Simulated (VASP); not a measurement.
Set up this calculation in VASP 6.6.1, as the native input.

```
Task                   : single point
Functional             : LDA
Potentials or basis    : VASP PAW LDA potentials, release 64 (Pb_d, O)
Cutoff                 : 520 eV
k mesh                 : 9 × 9 × 9
Occupations            : tetrahedron
Spin                   : no spin polarisation
Dipole correction      : no
Further INCAR settings : ALGO = Normal; EDIFF = 1e-07; NBANDS = 20
```

The structure of PbO2 lies in POSCAR:

```
PbO2
1.0
    0.0000000000      2.7019920000      2.7019920000
    2.7019920000      0.0000000000      2.7019920000
    2.7019920000      2.7019920000      0.0000000000
Pb O
1 2
Direct
    0.0000000000      0.0000000000      0.0000000000
    0.7500000000      0.7500000000      0.7500000000
    0.2500000000      0.2500000000      0.2500000000
```

The input as run:

INCAR

```
ALGO = Normal
EDIFF = 1E-7
ENCUT = 520
ISIF = 2
ISMEAR = -5
LASPH = True
LCHARG = False
LREAL = False
LWAVE = False
NBANDS = 20
NELM = 80
PREC = Accurate
SIGMA = 0.05
```

KPOINTS

```
k-points
0
Gamma
  9 9 9
```

Potentials or basis: VASP PAW LDA potentials, release 64 (Pb_d, O).

Command:

```console
$ cat potpaw_LDA.64/Pb_d/POTCAR potpaw_LDA.64/O/POTCAR > POTCAR
$ mpirun -np 1 vasp_std > vasp.out
```

Results of the run:

```json
{"Pressure": "-10.0 GPa", "Band gap on the k mesh": "zero (bands 13 and 14 overlap by 1.17 eV)"}
```

Caveat: the cell stands under tension; spin-orbit coupling is left out, which moves the levels of the heavy elements; tetrahedron occupations give inexact forces and stress in metals.

Wall time 36 s on 1 thread of Intel Xeon 8259CL, with other jobs on the host, peak memory 0.16 GiB.
